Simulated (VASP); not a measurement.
# Ti5O in VASP: single point with PBE

Aim: the single point of Ti5O with PBE.

Everything below comes from runs of VASP 6.6.1. Logs are shortened: lines on timing, memory, paths and dates and some standing lists are left out, and cuts for length are marked.

## (1) The cell of the first run

The cell holds a slab with vacuum, 6 atoms: a = 2.938 Å, b = 2.938 Å, c = 24.712 Å, α = 90.00°, β = 90.00°, γ = 120.00°.

## (2) Single point, PBE

INCAR reads:

```
  PREC = Accurate
  ENCUT = 520
  EDIFF = 1E-6
  ISMEAR = 0
  SIGMA = 0.1
  LREAL = False
  LASPH = True
  NELM = 100
  ALGO = Normal
  ISIF = 2
  LWAVE = False
  LCHARG = False
  LDIPOL = True
  IDIPOL = 3
  DIPOL = 0.5 0.5 0.390
  GGA = PE
  NBANDS = 42
```

KPOINTS reads:

```
Automatic mesh
0
Gamma
  9 9 1
```

POSCAR reads:

```
Ti5O
1.0
    2.9381632086      0.0000000000      0.0000000000
   -1.4690816043      2.5445239791      0.0000000000
    0.0000000000      0.0000000000     24.7117068140
Ti O
5 1
Direct
    0.6666666667      0.3333333333      0.1618666015
    0.3333333333      0.6666666667      0.2559609806
    0.6666666667      0.3333333333      0.3506708119
    0.3333333333      0.6666666667      0.4475655916
    0.6666666667      0.3333333333      0.5346335206
    0.6666666667      0.6666666667      0.5883219732
```

Potentials or basis: VASP PAW PBE potentials, release 64 (Ti_sv, O).

Command:

```
$ cat potpaw_PBE.64/Ti_sv/POTCAR potpaw_PBE.64/O/POTCAR > POTCAR
$ mpirun -np 1 vasp_std > vasp.out
```

OUTCAR:

```text
PREC = Accurate
   ENCUT = 520
   EDIFF = 1E-6
   ISMEAR = 0
   LREAL = False
   LASPH = True
   NELM = 100
   ISIF = 2
   GGA = PE

 ion  position               nearest neighbor table
   1  0.667  0.333  0.162-   2 2.88   2 2.88   2 2.88
   2  0.333  0.667  0.256-   1 2.88   1 2.88   1 2.88   3 2.89   3 2.89   3 2.89
   3  0.667  0.333  0.351-   2 2.89   2 2.89   2 2.89
   4  0.333  0.667  0.448-   5 2.74   5 2.74   5 2.74
   5  0.667  0.333  0.535-   6 1.65   6 2.37   4 2.74   4 2.74   4 2.74
   6  0.667  0.667  0.588-   5 1.65   5 2.37

  LATTYP: Found a hexagonal cell.
 ALAT       =     2.9381632086
 C/A-ratio  =     8.4105970498

  Lattice vectors:

 A1 = (   2.9381632086,   0.0000000000,   0.0000000000)
 A2 = (  -1.4690816043,   2.5445239791,   0.0000000000)
 A3 = (   0.0000000000,   0.0000000000,  24.7117068140)

Analysis of symmetry for initial positions (statically):
=====================================================================
 Subroutine PRICEL returns:
 Original cell was already a primitive cell.

 Routine SETGRP: Setting up the symmetry group for a
 hexagonal supercell.

 Subroutine GETGRP returns: Found  1 space group operations
 (whereof  1 operations were pure point group operations)
 out of a pool of 24 trial point group operations.

The static configuration has the point symmetry C_1 .

Analysis of symmetry for dynamics (positions and initial velocities):
=====================================================================
 Subroutine PRICEL returns:
 Original cell was already a primitive cell.

 Routine SETGRP: Setting up the symmetry group for a
 hexagonal supercell.

 Subroutine GETGRP returns: Found  1 space group operations
 (whereof  1 operations were pure point group operations)
 out of a pool of 24 trial point group operations.

The dynamic configuration has the point symmetry C_1 .

 Subroutine INISYM returns: Found  1 space group operations
 (whereof  1 operations are pure point group operations),
 and found     1 'primitive' translations

----------------------------------------------------------------------------------------

                                     Primitive cell

  volume of cell :     184.7503

  direct lattice vectors                    reciprocal lattice vectors
     2.938163209  0.000000000  0.000000000     0.340348690  0.196500408  0.000000000
    -1.469081604  2.544523979  0.000000000     0.000000000  0.393000816  0.000000000
     0.000000000  0.000000000 24.711706814     0.000000000  0.000000000  0.040466650

  length of vectors
     2.938163209  2.938163209 24.711706814     0.393000816  0.393000816  0.040466650
[... 103 lines left out ...]
   EFERMI =   0.00;   METHOD = LEGACY
   ISMEAR =     0;   SIGMA  =   0.10  broadening in eV -4-tet -1-fermi 0-gaus
   EFERMI_NEDOS =   21; number of points for ismear=-14 and -15
   IALGO  =     38    algorithm
   IMIX   =      4    mixing-type and parameters
     AMIX     =   0.40;   BMIX     =  1.00
     AMIX_MAG =   1.60;   BMIX_MAG =  1.00
  volume/ion in A,a.u.               =      30.79       207.79
  Fermi-wavevector in a.u.,A,eV,Ry     =   1.161612  2.195128 18.358917  1.349342
  Thomas-Fermi vector in A             =   2.298182
   LORBIT       =      0    0 simple, 1 ext, 2 COOP (PROOUT), +10 PAW based schemes
   GGA     = PE    functional components
   LHFCALC =     F    Hartree Fock is set to
   AEXX    =    0.0000 exact exchange contribution
   IVDW    =     0    specifies the selected vdW correction
   LEPSILON=     F    determine dielectric tensor
   LRPA    =     F    only Hartree local field effects (RPA)
 non-spin polarized calculation
 Gauss-broadening in eV      SIGMA  =   0.10
  energy-cutoff  :      520.00
  volume of cell :      184.75
 maximum number of plane-waves:      5059
 NGX is ok and might be reduce to    24
   NGX = 11   NGY = 11   NGZ = 91

 dipolmoment           0.000000      0.000000     -0.009667 electrons x Angstroem

 number of electron      65.9999992 magnetization

 dipolmoment           0.000000      0.000000      0.129608 electrons x Angstroem

 Free energy of the ion-electron system (eV)
  ---------------------------------------------------
  ext. energy  EPLUGINS =         0.00000000
  ---------------------------------------------------
  free energy    TOTEN  =       -45.72102495 eV

  energy without entropy =      -45.67478788  energy(sigma->0) =      -45.69790642

 E-fermi :   1.0372     XC(G=0):  -6.5074

 val. band max:        1.0334340486   @ k =  -0.1111   0.2222   0.0000
 cond. band min:       1.0395955667   @ k =   0.1111   0.2222   0.0000
 fundamental gap:      0.0061615181
 Fermi energy:         1.0371549271

 k-point     1 :       0.0000    0.0000    0.0000
  band No.  band energies     occupation
      1     -55.9246      2.00000
      2     -55.7495      2.00000
      3     -55.6806      2.00000
      4     -55.6653      2.00000
      5     -55.5184      2.00000
      6     -32.3626      2.00000
[... 1069 lines left out ...]
     41       2.8887      0.00000
     42       3.3383      0.00000

 [... further k-points ...]

------------------------ aborting loop because EDIFF is reached ----------------------------------------

 vacuum level on the upper side and lower side of the slab       (xc-potential included)         1.360        -1.692

  FORCE on cell =-STRESS in cart. coord.  units (eV):
  Direction    XX          YY          ZZ          XY          YZ          ZX
  --------------------------------------------------------------------------------------
  -------------------------------------------------------------------------------------
  Total        1.3326207      1.6548663      1.6493613     -0.2831096      2.7187217     -1.4904185
  in kB       11.5566496     14.3512024     14.3034621     -2.4551614     23.5770857    -12.9250912
  external PRESSURE =      13.4037713 kB  Pullay stress =       0.0000000 kB

 VOLUME and BASIS-vectors are now :
 -----------------------------------------------------------------------------
  energy-cutoff  :      520.00
  volume of cell :      184.75
      direct lattice vectors                 reciprocal lattice vectors
     2.938163209  0.000000000  0.000000000     0.340348690  0.196500408  0.000000000
    -1.469081604  2.544523979  0.000000000     0.000000000  0.393000816  0.000000000
     0.000000000  0.000000000 24.711706814     0.000000000  0.000000000  0.040466650

 POSITION                                       TOTAL-FORCE (eV/Angst)
 -----------------------------------------------------------------------------------
      1.46908      0.84817      4.00000        -0.001074      0.008797      0.530919
     -0.00000      1.69635      6.32523        -0.002116     -0.016361     -0.463044
      1.46908      0.84817      8.66567         0.037092      0.021166      0.053083
     -0.00000      1.69635     11.06011        -0.084030      0.080828     -1.559542
      1.46908      0.84817     13.21171         1.202361     -2.325364      1.213161
      0.97939      1.69635     14.53844        -1.152234      2.230933      0.225423
 -----------------------------------------------------------------------------------
    total drift:                               -0.000243      0.000251      0.000870

  FREE ENERGIE OF THE ION-ELECTRON SYSTEM (eV)
  ---------------------------------------------------
  free  energy   TOTEN  =       -45.7210249536 eV

  energy  without entropy=      -45.6747878818  energy(sigma->0) =      -45.69790642

 vacuum level on the upper side and lower side of the slab         8.420         5.261
```

It took 23 min on 1 thread of Intel Xeon 8259CL, shared host; peak memory 0.47 GiB.

What came out:

```
Free energy            : -45.7210 eV
Largest force          : 2.885 eV/Å
Band gap on the k mesh : zero (bands 33 and 34 overlap by 0.92 eV)
```

Forces in eV/Å, atoms in the order of the input:
```
Ti  -0.001  0.009  0.531
Ti  -0.002 -0.016 -0.463
Ti   0.037  0.021  0.053
Ti  -0.084  0.081 -1.560
Ti   1.202 -2.325  1.213
O   -1.152  2.231  0.225
```
